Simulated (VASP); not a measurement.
Wanted: the native input for a VASP 6.6.1 run.

```yaml
Task: single point
Functional: LDA
Potentials_or_basis: VASP PAW LDA potentials, release 64 (Al, N)
Cutoff: 520 eV
k_mesh: 9 × 9 × 6
Occupations: gaussian, width 0.05 eV
Spin: no spin polarisation
Dipole_correction: no
Further_INCAR_settings: ALGO = Normal; EDIFF = 1e-07; NBANDS = 16
```

The structure of AlN lies in POSCAR:

```
AlN
1.0
    3.0887424016      0.0000000000      0.0000000000
   -1.5443712008      2.6749293856      0.0000000000
    0.0000000000      0.0000000000      4.9437688231
Al N
2 2
Direct
    0.3438399146      0.6988170481      0.0015212672
    0.6561600854      0.3011829519      0.5015212672
    0.3239579721      0.6379778447      0.3834787328
    0.6760420279      0.3620221553      0.8834787328
```

This cell differs from its parent crystal: mode 4 frozen in at -0.017 Å and mode 5 at +0.086 Å (largest displacements).

The input as run:

INCAR

```
PREC = Accurate ; ENCUT = 520
EDIFF = 1E-7 ; ISMEAR = 0
SIGMA = 0.05 ; LREAL = F
LASPH = T ; NELM = 100
ALGO = Normal ; ISIF = 2
LWAVE = F ; LCHARG = F
GGA = CA ; NBANDS = 16
```

KPOINTS

```
regular mesh
0
Gamma
  9 9 6
```

Potentials or basis: VASP PAW LDA potentials, release 64 (Al, N).

Run with:

```console
$ cat potpaw_LDA.64/Al/POTCAR potpaw_LDA.64/N/POTCAR > POTCAR
$ mpirun -np 1 vasp_std > vasp.out
```

Results of the run:

- Pressure: 0.4 GPa
- Largest force: 0.533 eV/Å
- Band gap on the k mesh: 4.33 eV, direct

Caveat: the cell differs from its parent crystal (mode 4 frozen in at -0.017 Å and mode 5 at +0.086 Å (largest displacements)).

Wall time 39 s on 1 thread of Intel(R) Xeon(R) Platinum 8488C (Sapphire Rapids), with other jobs on the host, peak memory 0.19 GiB.
